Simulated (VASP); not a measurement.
# SrO: electric field gradients with LDA

The system is SrO.

```
Sr O
1.0
     0.00000    2.58682    2.58682
     2.58682    0.00000    2.58682
     2.58682    2.58682    0.00000
Sr O
1 1
Direct
  0.00000 0.00000 0.00000
  0.50000 0.50000 0.50000
```

This cell differs from its parent crystal: volume scaled by 1.02.

```json
{"Program": "VASP 6.6.1", "Task": "electric field gradients", "Functional": "LDA", "Potentials or basis": "VASP PAW LDA potentials, release 64 (Sr_sv, O)", "Cutoff": "520 eV", "k mesh": "8 × 8 × 8", "Occupations": "fermi-dirac, width 0.02 eV", "Spin": "no spin polarisation", "Dipole correction": "no", "Further INCAR settings": "ALGO = Normal; EDIFF = 1e-08; NBANDS = 15"}
```

| Quantity | Value |
| --- | --- |
| Pressure | -5.1 GPa |
| Band gap on the k mesh | 3.11 eV, indirect (least direct gap 3.21 eV) |

Levels at points of the mesh, in eV from the valence-band top:
```csv
k point,band 4,band 5,band 6,band 7,band 8,band 9,band 10,band 11,band 12,band 13
"(0.00, 0.00, 0.00)",-13.89,-13.89,0.00,0.00,0.00,3.67,6.07,6.07,6.07,8.25
"(0.50, 0.00, 0.00)",-13.97,-12.60,-2.21,-1.12,-1.12,6.37,8.13,8.70,8.70,11.78
"(0.50, 0.50, 0.00)",-14.26,-14.26,-0.46,-0.10,-0.10,3.11,7.61,10.02,10.06,11.00
```

It took 12 s on 1 thread of Intel Xeon 6975P-C, on a shared host, peak memory 0.15 GiB.

Caveat: without QUAD_EFG the Cq values of the log hold for a quadrupole moment of 1 mb, not for the nuclei. A k mesh can miss the band edges.
